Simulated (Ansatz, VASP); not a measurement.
**One calculation of Pt, two programs**

File INCAR:

```
SYSTEM = Pt
PREC     = Accurate       ! precision mode
ENCUT    = 600            ! plane-wave cutoff, eV
EDIFF    = 1E-6           ! SCF threshold, eV
ISMEAR   = -1             ! smearing method
SIGMA    = 0.1            ! smearing width, eV
LREAL    = .False.        ! projectors in reciprocal space
LASPH    = .True.         ! aspherical terms in the spheres
NELM     = 100            ! most SCF steps
ALGO     = Normal         ! electronic algorithm
ISIF     = 3              ! what is computed and relaxed
LWAVE    = .False.        ! write WAVECAR
LCHARG   = .False.        ! write CHGCAR
GGA      = PS             ! functional
IBRION   = 2              ! ionic algorithm
NSW      = 80             ! ionic steps
EDIFFG   = -0.01          ! ionic threshold
```

File KPOINTS:

```
regular mesh
0
Gamma
  14 14 14
  0 0 0
```

The input POSCAR:

```
Pt
1.0
    0.0000000000      1.9615500000      1.9615500000
    1.9615500000      0.0000000000      1.9615500000
    1.9615500000      1.9615500000      0.0000000000
Pt
1
Direct
    0.0000000000      0.0000000000      0.0000000000
```

Input for Ansatz:

```yaml
crystal:
  lattice:
    - [0.0, 1.96155, 1.96155]
    - [1.96155, 0.0, 1.96155]
    - [1.96155, 1.96155, 0.0]
  atoms:
    - { symbol: Pt, position: [0.0, 0.0, 0.0] }
hamiltonian:
  xc: pbesol
  pseudopotentials:
    kind: paw
    azcp:
      Pt: "pseudopotentials/Pt.paw.azcp"
basis:
  ecutwfc: 420
  fft_grid_basis: typed
kpoints:
  mp_grid: { grid: [14, 14, 14], shift: [0, 0, 0] }
magnetization:
  spin_polarized: false
scf:
  occupations: { method: fermi_dirac, width: 0.1 }
relax:
  max_steps: 60
  f_tol: 0.01
  cell: {}
```

Alike in both runs: task relaxation of cell and atoms; functional PBEsol; k mesh 14 × 14 × 14; occupations fermi-dirac, width 0.1 eV; no spin polarisation.

```csv
,VASP,Ansatz
version,VASP 6.6.1,Ansatz 0.2.0
potentials or method,"VASP PAW PBE potentials, release 64 (Pt), cutoff 600 eV","plane waves (420 eV) with PAW, scalar-relativistic"
valence electrons in the cell,10,18
```

Ansatz gave:

| Quantity | Value |
| --- | --- |
| relaxed volume (Å³/atom) | 15.05 |
| relaxed cell length with the largest relative difference (Å) | 2.771 |

Estimate VASP's values.

relaxed volume (Å³/atom): 15.03; relaxed cell length with the largest relative difference (Å): 2.770.

VASP's potentials were made for PBE, not for PBEsol, and Ansatz warns of the same on its side. VASP's potentials hold 10 valence electrons a cell and Ansatz's 18, so a difference there can come from the potentials and not from the codes.

Neither program's run includes spin-orbit coupling.
